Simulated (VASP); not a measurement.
# In4PN3: single point with r2SCAN

The system is In4PN3.

```
N In P
1.0
    -2.57158    2.57158    5.04575
     2.57158   -2.57158    5.04575
     2.57158    2.57158   -5.04575
N In P
3 4 1
Direct
  0.25000 0.75000 0.50000
  0.50000 0.50000 0.00000
  0.75000 0.25000 0.50000
  0.85966 0.41112 0.00000
  0.14034 0.14034 0.55146
  0.41112 0.85966 0.00000
  0.58888 0.58888 0.44854
  0.00000 0.00000 0.00000
```

```json
{
 "Program": "VASP 6.6.1",
 "Task": "single point",
 "Functional": "r2SCAN",
 "Potentials or basis": "VASP PAW PBE potentials, release 64 (N, In_d, P)",
 "Cutoff": "520 eV",
 "k mesh": "6 × 6 × 6",
 "Occupations": "fermi-dirac, width 0.02 eV",
 "Spin": "no spin polarisation",
 "Dipole correction": "no",
 "Further INCAR settings": "ALGO = Normal; EDIFF = 1e-06; NBANDS = 46"
}
```

```yaml
Pressure: 8.5 GPa
Largest_force: 0.035 eV/Å
```

Forces on the atoms (eV/Å):
```
N    0.000  0.000  0.000
N    0.000  0.000  0.000
N    0.000  0.000  0.000
In  -0.007  0.007  0.034
In  -0.007 -0.007 -0.034
In   0.007 -0.007  0.034
In   0.007  0.007 -0.034
P    0.000  0.000  0.000
```

Stress tensor (GPa, compression positive):
```
8.55 0.00 0.00
0.00 8.55 0.00
0.00 0.00 8.31
```

Levels at points of the mesh, in eV from the Fermi level:
```
           k point  band 34  band 35  band 36  band 37  band 38  band 39
(0.00, 0.00, 0.00)    -0.03    -0.03    -0.03    -0.01     2.94     4.77
(0.50, 0.00, 0.00)    -1.67    -1.24    -0.70     3.22     3.52     4.80
(0.50, 0.50, 0.00)    -0.88    -0.67    -0.40     2.31     2.97     4.64
(0.50, 0.50, 0.50)    -1.88    -0.90    -0.90     2.06     2.83     2.88
```

Run time: 12 min on 1 thread of Intel(R) Xeon(R) 6975P-C (Granite Rapids), with other jobs on the host, peak memory 0.46 GiB.

Caveat: the cell stands under pressure; the PAW data sets were made with another functional, which shifts forces and pressure a little; spin-orbit coupling is left out, which moves the levels of the heavy elements.
